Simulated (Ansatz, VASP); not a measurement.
# Sn: VASP beside Ansatz

```
Sn
1.0
     5.52012    0.00000    0.00000
    -2.76006    4.78056    0.00000
     0.00000    0.00000    3.36807
Sn
3
Direct
  0.00000 0.00000 0.00000
  0.33333 0.66667 0.50000
  0.66667 0.33333 0.50000
```

Alike in both runs: task single point; functional revPBE; k mesh 8 × 8 × 11; occupations fermi-dirac, width 0.1 eV; no spin polarisation.

```csv
,VASP,Ansatz
version,VASP 6.6.1,Ansatz 0.2.0
potentials or method,"VASP PAW PBE potentials, release 64 (Sn_d), cutoff 520 eV","plane waves (420 eV) with PAW, scalar-relativistic"
valence electrons in the cell,42,42
```

```tsv
	VASP	Ansatz	Ansatz less VASP
pressure (GPa)	-1.3	-1.2	+0.05
traceless stress, the component that is largest in VASP (GPa)	-1.32	-1.31	+0.003
```

VASP's potentials were made for PBE, not for revPBE.
